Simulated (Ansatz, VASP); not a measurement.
**Sn in VASP and in Ansatz**

```
CELL_PARAMETERS angstrom
3.26790 0.00000 0.00000
-1.63395 2.83009 0.00000
0.00000 0.00000 3.07265
ATOMIC_POSITIONS crystal
Sn 0.00000 0.00000 0.50000
```

Alike in both runs: functional PBE; k mesh 18 × 18 × 18; occupations gaussian, width 0.1 eV; no spin polarisation.

Ansatz relaxed the structure, and its values are those at the end. VASP's run is a single point on that final structure, the one shown.

|  | VASP | Ansatz |
| --- | --- | --- |
| version | VASP 6.6.1 | Ansatz 0.2.0 |
| potentials or method | VASP PAW PBE potentials, release 64 (Sn_d), cutoff 520 eV | scalar-relativistic, plane waves, PAW |
| valence electrons in the cell | 14 | 14 |

VASP gave:

| Property | Result |
| --- | --- |
| gap on the k mesh at the Fermi level (eV) | none |
| pressure (GPa) | -0.1 |

Task: What did Ansatz give for the same quantities?

Result: gap on the k mesh at the Fermi level (eV): none; pressure (GPa): 0.0.

A gap of «none» marks a metal or a gap that the smearing closes.
